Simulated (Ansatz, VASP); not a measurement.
# AlNi3: VASP beside Ansatz

File INCAR:

```
PREC = Accurate
ENCUT = 520
EDIFF = 1E-6
ISMEAR = 0
SIGMA = 0.1
LREAL = False
LASPH = True
NELM = 100
ALGO = Normal
ISIF = 2
LWAVE = False
LCHARG = True
GGA = PE
LELF = True
LVHAR = True
NBANDS = 24
```

The input KPOINTS:

```
regular mesh
0
Gamma
  10 10 10
```

Contents of POSCAR:

```
AlNi3
1.0
    0.0000000000      2.8018887551      2.8018887551
    2.8018887551      0.0000000000      2.8018887551
    2.8018887551      2.8018887551      0.0000000000
Al Ni
1 3
Direct
    0.5000000000      0.5000000000      0.5000000000
    0.2500000000      0.2500000000      0.2500000000
    0.0000000000      0.0000000000      0.0000000000
    0.7500000000      0.7500000000      0.7500000000
```

Input for Ansatz:

```yaml
crystal:
  lattice:
    - [0.0, 2.8018887551, 2.8018887551]
    - [2.8018887551, 0.0, 2.8018887551]
    - [2.8018887551, 2.8018887551, 0.0]
  atoms:
    - { symbol: Al, position: [0.5, 0.5, 0.5] }
    - { symbol: Ni, position: [0.25, 0.25, 0.25] }
    - { symbol: Ni, position: [0.0, 0.0, 0.0] }
    - { symbol: Ni, position: [0.75, 0.75, 0.75] }
basis:
  ecutwfc: 420
kpoints:
  mp_grid: { grid: [10, 10, 10] }
hamiltonian:
  xc: pbe
scf:
  occupations: { method: gaussian, width: 0.1 }
output:
  forces: true
  stress: true
  eigenvalues: true
```

Alike in both runs: task single point; functional PBE; k mesh 10 × 10 × 10; occupations gaussian, width 0.1 eV; no spin polarisation.

|  | VASP | Ansatz |
| --- | --- | --- |
| version | VASP 6.6.1 | Ansatz 0.2.0 |
| potentials or method | VASP PAW PBE potentials, release 64 (Al, Ni), cutoff 520 eV | scalar-relativistic, plane waves, PAW |
| valence electrons in the cell | 33 | 57 |

|  | VASP | Ansatz | Ansatz less VASP |
| --- | --- | --- | --- |
| gap on the k mesh at the Fermi level (eV) | none | none | - |
| pressure (GPa) | 7.0 | 7.1 | +0.08 |

A gap of «none» marks a metal or a gap that the smearing closes. The functional is the same, so the differences come from potentials, cutoffs and numerics. VASP's potentials hold 33 valence electrons a cell and Ansatz's 57, so a difference there can come from the potentials and not from the codes.
